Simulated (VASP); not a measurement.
Tl:

```
Tl
1.0
     3.36191    0.00000    0.00000
    -1.12064    3.16964    0.00000
    -1.12064   -1.58482    2.74499
Tl
1
Direct
  0.00000 0.00000 0.00000
```

Base run:

```yaml
Program: VASP 6.6.1
Functional: BLYP
Potentials_or_basis: VASP PAW PBE potentials, release 64 (Tl_d)
Cutoff: 520 eV
k_mesh: 10 × 10 × 10
Occupations: fermi-dirac, width 0.1 eV
Spin: no spin polarisation
```

Its results: pressure 5.9 GPa.

The run is repeated on the same cell with these changes: functional from BLYP to r2SCAN. What comes out?

Pressure 0.8 GPa.

Caveats: the PAW data sets were made with another functional, which shifts forces and pressure a little.
